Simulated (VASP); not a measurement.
# Be3ReH (Pmmm) in VASP: notebook

The runs below take Be3ReH through single point, with PBE.

Everything below comes from runs of VASP 6.6.1. Logs are shortened: lines on timing, memory, paths and dates and some standing lists are left out, and cuts for length are marked.

## Step 1: The cell of the first run

The structure is orthorhombic, space group Pmmm (No. 47). Conventional cell: a = 2.481 Å, b = 3.134 Å, c = 11.670 Å, α = 90.00°, β = 90.00°, γ = 90.00°. Within 3.0 Å of Be (site symmetry mmm) lie 10 Be at 2.30 to 2.48 Å and 2 Re at 2.62 Å. Be (site symmetry mmm) has 10 Be at 2.27 to 2.48 Å and 2 H at 2.30 Å within 3.0 Å. Be (site symmetry mm2) has 7 Be at 2.27 to 2.48 Å and 4 Re at 2.49 Å and 2 H at 2.70 Å within 3.0 Å. Be (site symmetry mm2) has 7 Be at 2.15 to 2.48 Å and 4 H at 2.34 Å and 2 Re at 2.47 Å within 2.8 Å. Within 2.4 Å of Re (site symmetry mm2) lie 2 H at 1.82 Å. H (site symmetry mm2) has 2 Re at 1.82 Å and 5 Be at 2.30 to 2.34 Å within 2.4 Å.

## Step 2: Single point, PBE

The input, INCAR:

```
  PREC = Accurate
  ENCUT = 520
  EDIFF = 1E-6
  ISMEAR = 0
  SIGMA = 0.1
  LREAL = F
  LASPH = T
  NELM = 100
  ALGO = Normal
  ISIF = 2
  LWAVE = F
  LCHARG = F
  GGA = PE
  NBANDS = 25
```

The input, KPOINTS:

```
Automatic mesh
0
Gamma
  8 6 2
```

The input, POSCAR:

```
Be3ReH
1.0
    2.4809040277      0.0000000000      0.0000000000
    0.0000000000      3.1340329622      0.0000000000
    0.0000000000      0.0000000000     11.6697136563
Be Re H
6 2 2
Direct
    0.5000000000      0.5000000000      0.5000000000
    0.5000000000      0.0000000000      0.0000000000
    0.0000000000      0.0000000000      0.5973854003
    0.0000000000      0.5000000000      0.0922555801
    0.0000000000      0.0000000000      0.4026145997
    0.0000000000      0.5000000000      0.9077444199
    0.5000000000      0.5000000000      0.7246317571
    0.5000000000      0.5000000000      0.2753682429
    0.5000000000      0.0000000000      0.8033132048
    0.5000000000      0.0000000000      0.1966867952
```

Potentials or basis: VASP PAW PBE potentials, release 64 (Be, Re, H).

Started as:

```console
> cat potpaw_PBE.64/Be/POTCAR potpaw_PBE.64/Re/POTCAR potpaw_PBE.64/H/POTCAR > POTCAR
> mpirun -np 1 vasp_std > vasp.out
```

OUTCAR:

```text
PREC = Accurate
   ENCUT = 520
   EDIFF = 1E-6
   ISMEAR = 0
   LREAL = F
   LASPH = T
   NELM = 100
   ISIF = 2
   GGA = PE

 ion  position               nearest neighbor table
   1  0.500  0.500  0.500-   3 2.30   5 2.30   3 2.30   5 2.30   3 2.30   5 2.30   3 2.30   5 2.30
                             7 2.62   8 2.62
   2  0.500  0.000  0.000-   4 2.27   6 2.27   4 2.27   6 2.27   4 2.27   6 2.27   4 2.27   6 2.27

   3  0.000  0.000  0.597-   5 2.27   1 2.30   1 2.30   1 2.30   1 2.30   7 2.49   7 2.49   7 2.49
                             7 2.49
   4  0.000  0.500  0.092-   6 2.15   2 2.27   2 2.27   2 2.27   2 2.27   8 2.47   8 2.47
   5  0.000  0.000  0.403-   3 2.27   1 2.30   1 2.30   1 2.30   1 2.30   8 2.49   8 2.49   8 2.49
                             8 2.49
   6  0.000  0.500  0.908-   4 2.15   2 2.27   2 2.27   2 2.27   2 2.27   7 2.47   7 2.47
   7  0.500  0.500  0.725-   9 1.82   9 1.82   6 2.47   6 2.47   3 2.49   3 2.49   3 2.49   3 2.49
                             1 2.62
   8  0.500  0.500  0.275-  10 1.82  10 1.82   4 2.47   4 2.47   5 2.49   5 2.49   5 2.49   5 2.49
                             1 2.62
   9  0.500  0.000  0.803-   7 1.82   7 1.82
  10  0.500  0.000  0.197-   8 1.82   8 1.82

  LATTYP: Found a simple orthorhombic cell.
 ALAT       =     2.4809040277
 B/A-ratio  =     1.2632624750
 C/A-ratio  =     4.7038150311

  Lattice vectors:

 A1 = (   2.4809040277,   0.0000000000,   0.0000000000)
 A2 = (   0.0000000000,   3.1340329622,   0.0000000000)
 A3 = (   0.0000000000,   0.0000000000,  11.6697136563)

Analysis of symmetry for initial positions (statically):
=====================================================================
 Subroutine PRICEL returns:
 Original cell was already a primitive cell.

 Routine SETGRP: Setting up the symmetry group for a
 simple orthorhombic supercell.

 Subroutine GETGRP returns: Found  8 space group operations
 (whereof  8 operations were pure point group operations)
 out of a pool of  8 trial point group operations.

The static configuration has the point symmetry D_2h.

Analysis of symmetry for dynamics (positions and initial velocities):
=====================================================================
 Subroutine PRICEL returns:
 Original cell was already a primitive cell.

 Routine SETGRP: Setting up the symmetry group for a
 simple orthorhombic supercell.

 Subroutine GETGRP returns: Found  8 space group operations
 (whereof  8 operations were pure point group operations)
[... 126 lines left out ...]
   POTIM  = 0.5000    time-step for ionic-motion
   TEBEG  =    0.0;   TEEND  =   0.0 temperature during run
   PSTRESS=    0.0 pullay stress
   NELECT =      28.0000    total number of electrons
   NUPDOWN=      -1.0000    fix difference up-down
   EMIN   =  10.00;   EMAX   =-10.00  energy-range for DOS
   EFERMI =   0.00;   METHOD = LEGACY
   ISMEAR =     0;   SIGMA  =   0.10  broadening in eV -4-tet -1-fermi 0-gaus
   EFERMI_NEDOS =   21; number of points for ismear=-14 and -15
   IALGO  =     38    algorithm
   IMIX   =      4    mixing-type and parameters
     AMIX     =   0.40;   BMIX     =  1.00
     AMIX_MAG =   1.60;   BMIX_MAG =  1.00
  volume/ion in A,a.u.               =       9.07        61.23
  Fermi-wavevector in a.u.,A,eV,Ry     =   1.106292  2.090588 16.651912  1.223881
  Thomas-Fermi vector in A             =   2.242790
   LORBIT       =      0    0 simple, 1 ext, 2 COOP (PROOUT), +10 PAW based schemes
   GGA     = PE    functional components
   LHFCALC =     F    Hartree Fock is set to
   AEXX    =    0.0000 exact exchange contribution
   IVDW    =     0    specifies the selected vdW correction
   LEPSILON=     F    determine dielectric tensor
   LRPA    =     F    only Hartree local field effects (RPA)
 non-spin polarized calculation
 Gauss-broadening in eV      SIGMA  =   0.10
  energy-cutoff  :      520.00
  volume of cell :       90.73
 maximum number of plane-waves:      2468
   NGX =  9   NGY = 11   NGZ = 43

 number of electron      28.0000000 magnetization

 Free energy of the ion-electron system (eV)
  ---------------------------------------------------
  ext. energy  EPLUGINS =         0.00000000
  ---------------------------------------------------
  free energy    TOTEN  =       -51.64509657 eV

  energy without entropy =      -51.62524801  energy(sigma->0) =      -51.63517229

 E-fermi :   6.1244     XC(G=0): -11.2819

 val. band max:        6.1242271313   @ k =   0.5000   0.5000   0.5000
 cond. band min:       6.1287195756   @ k =   0.0000   0.3333   0.5000
 fundamental gap:      0.0044924443
 Fermi energy:         6.1244003835

 k-point     1 :       0.0000    0.0000    0.0000
  band No.  band energies     occupation
      1      -4.6621      2.00000
      2      -4.0468      2.00000
      3      -3.1188      2.00000
      4      -1.5376      2.00000
      5      -0.0266      2.00000
      6       0.7166      2.00000
[... 661 lines left out ...]
     24      13.0626      0.00000
     25      13.5399      0.00000

 [... further k-points ...]

------------------------ aborting loop because EDIFF is reached ----------------------------------------

  FORCE on cell =-STRESS in cart. coord.  units (eV):
  Direction    XX          YY          ZZ          XY          YZ          ZX
  --------------------------------------------------------------------------------------
  -------------------------------------------------------------------------------------
  Total       -0.4008512      0.3214753      0.1922211      0.0000000      0.0000000      0.0000000
  in kB       -7.0781543      5.6765495      3.3942033      0.0000000      0.0000000      0.0000000
  external PRESSURE =       0.6641995 kB  Pullay stress =       0.0000000 kB

 VOLUME and BASIS-vectors are now :
 -----------------------------------------------------------------------------
  energy-cutoff  :      520.00
  volume of cell :       90.73
      direct lattice vectors                 reciprocal lattice vectors
     2.480904028  0.000000000  0.000000000     0.403078873  0.000000000  0.000000000
     0.000000000  3.134032962  0.000000000     0.000000000  0.319077691  0.000000000
     0.000000000  0.000000000 11.669713656     0.000000000  0.000000000  0.085691906

 POSITION                                       TOTAL-FORCE (eV/Angst)
 -----------------------------------------------------------------------------------
      1.24045      1.56702      5.83486         0.000000     -0.000000      0.000000
      1.24045      0.00000      0.00000         0.000000     -0.000000      0.000000
      0.00000      0.00000      6.97132         0.000000     -0.000000     -0.030216
      0.00000      1.56702      1.07660         0.000000     -0.000000     -0.010560
      0.00000      0.00000      4.69840         0.000000      0.000000      0.030216
      0.00000      1.56702     10.59312         0.000000      0.000000      0.010560
      1.24045      1.56702      8.45625         0.000000     -0.000000      0.035636
      1.24045      1.56702      3.21347         0.000000     -0.000000     -0.035636
      1.24045      0.00000      9.37444         0.000000     -0.000000      0.031759
      1.24045      0.00000      2.29528         0.000000     -0.000000     -0.031759
 -----------------------------------------------------------------------------------
    total drift:                                0.000000     -0.000000      0.000000

  FREE ENERGIE OF THE ION-ELECTRON SYSTEM (eV)
  ---------------------------------------------------
  free  energy   TOTEN  =       -51.6450965748 eV

  energy  without entropy=      -51.6252480095  energy(sigma->0) =      -51.63517229
```

OSZICAR:

```text
N       E                     dE             d eps       ncg     rms          rms(c)
DAV:   1     0.480306479299E+02    0.48031E+02   -0.11817E+04  3868   0.114E+03
DAV:   2    -0.504834189729E+02   -0.98514E+02   -0.90153E+02  3577   0.280E+02
DAV:   3    -0.556755096797E+02   -0.51921E+01   -0.49368E+01  3658   0.932E+01
DAV:   4    -0.557732936478E+02   -0.97784E-01   -0.97075E-01  3528   0.875E+00
DAV:   5    -0.557753830952E+02   -0.20894E-02   -0.20851E-02  3384   0.204E+00    0.489E+01
DAV:   6    -0.531554115463E+02    0.26200E+01   -0.28719E+01  3832   0.790E+01    0.751E+00
DAV:   7    -0.524254730714E+02    0.72994E+00   -0.12702E+01  3854   0.560E+01    0.162E+01
DAV:   8    -0.517082440490E+02    0.71723E+00   -0.18410E+00  3760   0.186E+01    0.414E+00
DAV:   9    -0.516490607691E+02    0.59183E-01   -0.32562E-01  3624   0.581E+00    0.812E-01
DAV:  10    -0.516459263890E+02    0.31344E-02   -0.34118E-02  3584   0.169E+00    0.252E-01
DAV:  11    -0.516452745471E+02    0.65184E-03   -0.50258E-03  3640   0.954E-01    0.104E-01
DAV:  12    -0.516451251845E+02    0.14936E-03   -0.75525E-04  3470   0.289E-01    0.356E-02
DAV:  13    -0.516450971070E+02    0.28077E-04   -0.81890E-05  3384   0.824E-02    0.794E-03
DAV:  14    -0.516450969636E+02    0.14340E-06   -0.11424E-05  2999   0.207E-02    0.340E-03
DAV:  15    -0.516450965748E+02    0.38885E-06   -0.35981E-07  1832   0.100E-02
   1 F= -.51645097E+02 E0= -.51635172E+02  d E =-.198486E-01
```

It took 51 s on 1 thread of Intel Xeon 6975P-C (Granite Rapids), shared host; peak memory 0.23 GiB.

Results:

```
Free energy            : -51.6451 eV
Pressure               : 0.1 GPa
Largest force          : 0.036 eV/Å
Band gap on the k mesh : zero (band 14 reaches 7.50 eV, above the bottom of band 15 at 5.31 eV)
```

Forces in eV/Å, atoms in the order of the input:
```
Be   0.000  0.000  0.000
Be   0.000  0.000  0.000
Be   0.000  0.000 -0.030
Be   0.000  0.000 -0.011
Be   0.000  0.000  0.030
Be   0.000  0.000  0.011
Re   0.000  0.000  0.036
Re   0.000  0.000 -0.036
H    0.000  0.000  0.032
H    0.000  0.000 -0.032
```

Stress tensor (GPa, compression positive):
```
-0.71  0.00  0.00
 0.00  0.57  0.00
 0.00  0.00  0.34
```

Levels at points of the mesh, in eV from the Fermi level:
```
           k point  band 10  band 11  band 12  band 13  band 14  band 15  band 16  band 17  band 18  band 19
(0.00, 0.00, 0.00)    -2.03    -1.55    -0.45     0.54     1.24     1.95     2.03     2.35     2.87     2.87
(0.50, 0.00, 0.00)    -2.66    -2.63    -2.43    -1.40    -0.36     0.09     0.17     0.65     3.56     4.83
(0.00, 0.50, 0.00)    -3.89    -2.77    -2.43    -2.03    -0.28     1.68     1.69     1.97     2.05     2.28
(0.50, 0.50, 0.00)    -2.14    -1.70    -1.54    -0.81     0.05     0.42     1.57     1.71     2.20     2.66
(0.00, 0.00, 0.50)    -1.97    -1.66    -0.56     0.85     1.37     1.82     1.97     2.01     2.87     2.87
(0.50, 0.00, 0.50)    -2.65    -2.64    -2.49    -1.05    -0.61     0.10     0.16     0.96     3.00     4.83
(0.00, 0.50, 0.50)    -3.81    -3.25    -2.78    -1.31    -0.28     1.68     1.69     1.92     2.05     2.28
(0.50, 0.50, 0.50)    -2.22    -1.69    -1.56    -0.56     0.00     0.40     1.23     1.65     2.45     2.70
```

Caveat: spin-orbit coupling is left out, which moves the levels of the heavy elements.

## Step 3: Single point, PBE

The input, INCAR:

```
PREC = Accurate ; ENCUT = 520
EDIFF = 1E-7 ; ISMEAR = 0
SIGMA = 0.1 ; LREAL = F
LASPH = T ; NELM = 100
ALGO = Normal ; ISIF = 2
LWAVE = F ; LCHARG = F
GGA = PE ; NBANDS = 25
```

KPOINTS is that of step 2.

The input, POSCAR:

```
Be3ReH
1.0
    2.4790960868      0.0000000000      0.0000000000
    0.0000000000      3.1335867435      0.0000000000
    0.0000000000      0.0000000000     11.6793588881
Be Re H
6 2 2
Direct
    0.5000000000      0.5000000000      0.5000000000
    0.5000000000      0.0000000000      0.0000000000
    0.0000000000      0.0000000000      0.5974470178
    0.0000000000      0.5000000000      0.0920382114
    0.0000000000      0.0000000000      0.4025529822
    0.0000000000      0.5000000000      0.9079617886
    0.5000000000      0.5000000000      0.7253224302
    0.5000000000      0.5000000000      0.2746775698
    0.5000000000      0.0000000000      0.8037792886
    0.5000000000      0.0000000000      0.1962207114
```

Potentials or basis: VASP PAW PBE potentials, release 64 (Be, Re, H).

Started as:

```console
> cat potpaw_PBE.64/Be/POTCAR potpaw_PBE.64/Re/POTCAR potpaw_PBE.64/H/POTCAR > POTCAR
> mpirun -np 1 vasp_std > vasp.out
```

It took 59 s on 1 thread of Intel Xeon 6975P-C (Granite Rapids), shared host; peak memory 0.24 GiB.

The run converged. Its results:

| Quantity | Value |
| --- | --- |
| Free energy | -51.6457 eV |
| Pressure | 0.0 GPa |
| Largest force | 0.050 eV/Å |
| Band gap on the k mesh | zero (band 14 reaches 7.51 eV, above the bottom of band 15 at 5.31 eV) |

Forces on the atoms (eV/Å):
```
Be   0.000  0.000  0.000
Be   0.000  0.000  0.000
Be   0.000  0.000 -0.004
Be   0.000  0.000 -0.018
Be   0.000  0.000  0.004
Be   0.000  0.000  0.018
Re   0.000  0.000 -0.050
Re   0.000  0.000  0.050
H    0.000  0.000  0.035
H    0.000  0.000 -0.035
```

Stress tensor (GPa, compression positive):
```
-0.47  0.00  0.00
 0.00  0.53  0.00
 0.00  0.00  0.10
```

Levels at points of the mesh, in eV from the Fermi level:
```csv
k point,band 12,band 13,band 14,band 15,band 16,band 17
"(0.00, 0.00, 0.00)",-0.51,0.53,1.25,1.96,2.04,2.33
"(0.50, 0.00, 0.00)",-2.43,-1.40,-0.36,0.10,0.18,0.66
"(0.00, 0.50, 0.00)",-2.44,-2.04,-0.27,1.70,1.71,1.97
"(0.50, 0.50, 0.00)",-1.53,-0.79,0.05,0.42,1.57,1.72
"(0.00, 0.00, 0.50)",-0.61,0.84,1.39,1.81,1.98,2.02
"(0.50, 0.00, 0.50)",-2.49,-1.04,-0.61,0.11,0.17,0.97
"(0.00, 0.50, 0.50)",-2.80,-1.31,-0.27,1.70,1.71,1.93
"(0.50, 0.50, 0.50)",-1.55,-0.55,0.00,0.41,1.24,1.66
```

Caveat: spin-orbit coupling is left out, which moves the levels of the heavy elements.
